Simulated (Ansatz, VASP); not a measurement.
Sn: VASP beside Ansatz

File POSCAR:

```
Sn
1.0
    0.0000000000      3.5665850263      2.7819363205
    3.5665850263      0.0000000000      2.7819363205
    3.5665850263      3.5665850263      0.0000000000
Sn
2
Direct
    0.5000000000      0.5000000000      0.5000000000
    0.7500000000      0.7500000000      0.7500000000
```

INCAR.step1

```
PREC = Accurate
ENCUT = 520
ISMEAR = 0
SIGMA = 0.15
LREAL = False
LASPH = True
NELM = 80
NBANDS = 21
GGA = PE
ALGO = Normal
EDIFF = 1E-4
LWAVE = True
LCHARG = False
```

File INCAR.step2:

```
PREC = Accurate
ENCUT = 520
EDIFF = 1E-6
ISMEAR = 0
SIGMA = 0.15
LREAL = False
LASPH = True
NELM = 80
ALGO = Normal
ISIF = 2
LWAVE = False
LCHARG = False
METAGGA = R2SCAN
LMIXTAU = True
NBANDS = 21
ISTART = 1
```

KPOINTS

```
regular mesh
0
Gamma
  18 18 18
```

Input for Ansatz:

```yaml
crystal:
  lattice:
    - [0.0, 3.5665850263, 2.7819363205]
    - [3.5665850263, 0.0, 2.7819363205]
    - [3.5665850263, 3.5665850263, 0.0]
  atoms:
    - { symbol: Sn, position: [0.5, 0.5, 0.5] }
    - { symbol: Sn, position: [0.75, 0.75, 0.75] }
basis:
  ecutwfc: 500
kpoints:
  mp_grid: { grid: [18, 18, 18] }
hamiltonian:
  xc: r2scan
scf:
  occupations: { method: gaussian, width: 0.15 }
output:
  forces: true
  stress: true
  eigenvalues: true
  write_density: true
  write_potential: true
  elf: true
  volumetric_format: npy
```

Alike in both runs: task single point; functional r2SCAN; k mesh 18 × 18 × 18; occupations gaussian, width 0.15 eV; no spin polarisation.

```csv
,VASP,Ansatz
version,VASP 6.6.1,Ansatz 0.2.0
potentials or method,"VASP PAW PBE potentials, release 64 (Sn_d), cutoff 520 eV","scalar-relativistic, plane waves, PAW"
valence electrons in the cell,28,28
```

|  | VASP | Ansatz | Ansatz less VASP |
| --- | --- | --- | --- |
| gap on the k mesh at the Fermi level (eV) | none | none | - |
| pressure (GPa) | -0.7 | -0.7 | +0.03 |
| traceless stress, the component that is largest in VASP (GPa) | 3.09 | 3.09 | +0.006 |

VASP's potentials were made for PBE, not for r2SCAN. A gap of «none» marks a metal or a gap that the smearing closes.
